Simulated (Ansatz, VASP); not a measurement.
## One calculation of Cu, two programs

Contents of INCAR:

```
PREC = Accurate
ENCUT = 600
EDIFF = 1E-6
ISMEAR = -4
SIGMA = 0.1
LREAL = F
LASPH = T
NELM = 120
ALGO = Normal
ISIF = 2
LWAVE = F
LCHARG = F
GGA = PE
NBANDS = 12
GGA_COMPAT = F
```

KPOINTS

```
Automatic mesh
0
Gamma
  9 9 9
```

The input POSCAR:

```
Cu
1.0
    0.0000000000      1.7810820000      1.7810820000
    1.7810820000      0.0000000000      1.7810820000
    1.7810820000      1.7810820000      0.0000000000
Cu
1
Direct
    0.0000000000      0.0000000000      0.0000000000
```

Input for Ansatz:

```yaml
crystal:
  lattice:
    - [0.0, 1.781082, 1.781082]
    - [1.781082, 0.0, 1.781082]
    - [1.781082, 1.781082, 0.0]
  atoms:
    - { symbol: Cu, position: [0.0, 0.0, 0.0] }
  symmetry: { tolerance: 0.0003 }
kpoints:
  mp_grid: { grid: [9, 9, 9], shift: [0, 0, 0] }
magnetization:
  spin_polarized: false
scf:
  occupations: { method: tetrahedron_uncorrected }
  eigensolver: { kind: davidson }
hamiltonian:
  pseudopotentials: { kind: paw }
  xc: pbe
basis:
  ecutwfc: 420
  precision: f64
output:
  forces: true
  stress: true
  eigenvalues: true
  write_density: true
  write_potential: true
  elf: true
  volumetric_format: npy
accuracy: medium
```

Alike in both runs: task single point; functional PBE; k mesh 9 × 9 × 9; no spin polarisation.

|  | VASP | Ansatz |
| --- | --- | --- |
| version | VASP 6.6.1 | Ansatz 0.2.0 |
| potentials or method | VASP PAW PBE potentials, release 64 (Cu), cutoff 600 eV | PAW plane waves |
| occupations | tetrahedron | tetrahedron-uncorrected |
| valence electrons in the cell | 11 | 19 |

VASP gave:

| Item | Value |
| --- | --- |
| gap on the k mesh at the Fermi level (eV) | none |
| pressure (GPa) | 10.5 |

**Question.** Which values does Ansatz return?

**Answer.** gap on the k mesh at the Fermi level (eV): none; pressure (GPa): 9.9.

A gap of «none» marks a metal or a gap that the smearing closes. VASP's potentials hold 11 valence electrons a cell and Ansatz's 19, so a difference there can come from the potentials and not from the codes. Ansatz's warnings: band table not solved further.
